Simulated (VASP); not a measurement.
Crystal: In3O2.

```
In O
1.0
     4.64025    0.00000    0.00000
     0.00000    4.64025    0.00000
     0.00000    0.00000    4.64025
In O
3 2
Direct
  0.00000 0.50000 0.50000
  0.50000 0.00000 0.50000
  0.50000 0.50000 0.00000
  0.50000 0.50000 0.50000
  0.00000 0.00000 0.00000
```

```yaml
Program: VASP 6.6.1
Task: relaxation of cell and atoms
Functional: PBE
Potentials_or_basis: VASP PAW PBE potentials, release 64 (In_d, O)
Cutoff: 600 eV
k_mesh: 4 × 4 × 4
Occupations: gaussian, width 0.1 eV
Spin: no spin polarisation
```

At the start: pressure 5.1 GPa; volume 19.98 Å³/atom.

Where does the relaxation end?

Over 3 steps the energy falls by 29.9 meV/atom and the volume is 22.04 Å³/atom (+10.3 %); space group Pm-3m (No. 221, to 0.05 Å).

The path:
| step | energy change (eV) | largest force (eV/Å) | pressure (GPa) | volume (Å³) |
| --- | --- | --- | --- | --- |
| 1 | 0.0000 | 0.0000 | 5.06 | 99.91 |
| 2 | -0.1484 | 0.0000 | 0.33 | 109.31 |
| 3 | -0.1493 | 0.0000 | -0.02 | 110.18 |

Final structure:
```
In O
1.0
     4.79397    0.00000    0.00000
     0.00000    4.79397    0.00000
     0.00000    0.00000    4.79397
In O
3 2
Cartesian
  0.0000 2.3970 2.3970
  2.3970 0.0000 2.3970
  2.3970 2.3970 0.0000
  2.3970 2.3970 2.3970
  0.0000 0.0000 0.0000
```

Caveat: an odd number of electrons without spin polarisation forces a metal; a magnetic or distorted state may lie lower.
